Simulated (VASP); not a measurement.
A run of VASP 6.6.1 is set up as follows.

INCAR

```
SYSTEM = CoH3
PREC = Accurate
ENCUT = 520
EDIFF = 1E-6
ISMEAR = 0
SIGMA = 0.15
LREAL = .False.
LASPH = .True.
NELM = 150
ALGO = Normal
ISIF = 2
LWAVE = .False.
LCHARG = .False.
ISPIN = 2
MAGMOM = 3 3 0 0 0 0 0 0
LORBIT = 11
LMAXMIX = 4
GGA = PE
NBANDS = 26
```

Contents of KPOINTS:

```
Automatic mesh
0
Gamma
  3 3 3
  0 0 0
```

File POSCAR:

```
CoH3
1.0
    0.0000000000      2.8758314764      2.8758314764
    2.8758314764      0.0000000000      2.8758314764
    2.8758314764      2.8758314764      0.0000000000
Co H
2 6
Direct
    0.7500000000      0.7500000000      0.7500000000
    0.5000000000      0.5000000000      0.5000000000
    0.4807212085      0.0192787915      0.0192787915
    0.0192787915      0.4807212085      0.4807212085
    0.0192787915      0.4807212085      0.0192787915
    0.4807212085      0.0192787915      0.4807212085
    0.0192787915      0.0192787915      0.4807212085
    0.4807212085      0.4807212085      0.0192787915
```

Potentials or basis: VASP PAW PBE potentials, release 64 (Co, H).

Run with:

```console
$ cat potpaw_PBE.64/Co/POTCAR potpaw_PBE.64/H/POTCAR > POTCAR
$ mpirun -np 1 vasp_std > vasp.out
```

Estimate the net moment.

2.59 μB per cell.

What does it give for the pressure?

-1.2 GPa.

Predict the largest force.

0.009 eV/Å.

Forces on the atoms (eV/Å):
```
Co   0.000  0.000  0.000
Co   0.000  0.000  0.000
H   -0.009  0.000  0.000
H    0.009  0.000  0.000
H    0.000 -0.009  0.000
H    0.000  0.009  0.000
H    0.000  0.000 -0.009
H    0.000  0.000  0.009
```

Caveat: the k points lie up to 0.63 Å⁻¹ apart.
